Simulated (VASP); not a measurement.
Input of a VASP 6.6.1 run:

File INCAR:

```
PREC = Accurate ; ENCUT = 600
EDIFF = 1E-6 ; ISMEAR = 0
SIGMA = 0.1 ; LREAL = False
LASPH = True ; NELM = 100
ALGO = Normal ; ISIF = 3
LWAVE = False ; LCHARG = False
GGA = CA ; IBRION = 2
NSW = 100 ; EDIFFG = -0.002
```

File KPOINTS:

```
Automatic mesh
0
Gamma
  12 12 12
```

The input POSCAR:

```
InSb
1.0
    0.0000000000      3.2249616414      3.2249616414
    3.2249616414      0.0000000000      3.2249616414
    3.2249616414      3.2249616414      0.0000000000
In Sb
1 1
Direct
    0.0000000000      0.0000000000      0.0000000000
    0.7500000000      0.7500000000      0.7500000000
```

Potentials or basis: VASP PAW LDA potentials, release 64 (In_d, Sb).

Run with:

```bash
$ cat potpaw_LDA.64/In_d/POTCAR potpaw_LDA.64/Sb/POTCAR > POTCAR
$ mpirun -np 1 vasp_std > vasp.out
```

**Question.** Estimate the relaxed volume.

**Answer.** 33.62 Å³/atom.

**Question.** Predict the relaxed cell.

**Answer.** a = 4.564 Å, b = 4.564 Å, c = 4.564 Å, α = 60.00°, β = 60.00°, γ = 60.00°.

Final structure:
```
In Sb
1.0
     0.00000    3.22738    3.22738
     3.22738    0.00000    3.22738
     3.22738    3.22738    0.00000
In Sb
1 1
Direct
  0.00000 0.00000 0.00000
  0.75000 0.75000 0.75000
```
